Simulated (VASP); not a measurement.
Input of a VASP 6.6.1 run:

INCAR

```
  PREC = Accurate
  ENCUT = 500
  EDIFF = 1E-6
  ISMEAR = -1
  SIGMA = 0.1
  LREAL = F
  LASPH = T
  NELM = 120
  ALGO = Normal
  ISIF = 2
  LWAVE = F
  LCHARG = T
  GGA = PS
  LELF = T
  LVHAR = T
  NBANDS = 12
  GGA_COMPAT = F
```

File KPOINTS:

```
Automatic mesh
0
Gamma
  9 9 9
```

The input POSCAR:

```
Au
1.0
    0.0000000000      2.0409963176      2.0409963176
    2.0409963176      0.0000000000      2.0409963176
    2.0409963176      2.0409963176      0.0000000000
Au
1
Direct
    0.0000000000      0.0000000000      0.0000000000
```

Potentials or basis: VASP PAW PBE potentials, release 64 (Au).

Command:

```bash
$ cat potpaw_PBE.64/Au/POTCAR > POTCAR
$ mpirun -np 1 vasp_std > vasp.out
```

Q: Estimate the pressure.

A: -0.3 GPa.

Caveat: the PAW data sets were made with another functional, which shifts forces and pressure a little.
